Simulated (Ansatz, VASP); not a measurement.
BaO in VASP and in Ansatz

```
Ba O
1.0
     0.00000    2.76000    2.76000
     2.76000    0.00000    2.76000
     2.76000    2.76000    0.00000
Ba O
1 1
Direct
  0.00000 0.00000 0.00000
  0.50000 0.50000 0.50000
```

Alike in both runs: task single point; functional PBE; dispersion D3(BJ); k mesh 6 × 6 × 6; occupations gaussian, width 0.1 eV; no spin polarisation.

|  | VASP | Ansatz |
| --- | --- | --- |
| version | VASP 6.6.1 | Ansatz 0.2.0 |
| potentials or method | VASP PAW PBE potentials, release 64 (Ba_sv, O), cutoff 600 eV | scalar-relativistic, plane waves, PAW |
| valence electrons in the cell | 16 | 16 |

```csv
,VASP,Ansatz,Ansatz less VASP
gap on the k mesh at the Fermi level (eV),1.94,2.01,+0.069
least direct gap on the mesh (eV),1.94,2.01,+0.069
pressure (GPa),2.1,0.4,-1.70
```

Spin-orbit coupling is off throughout.
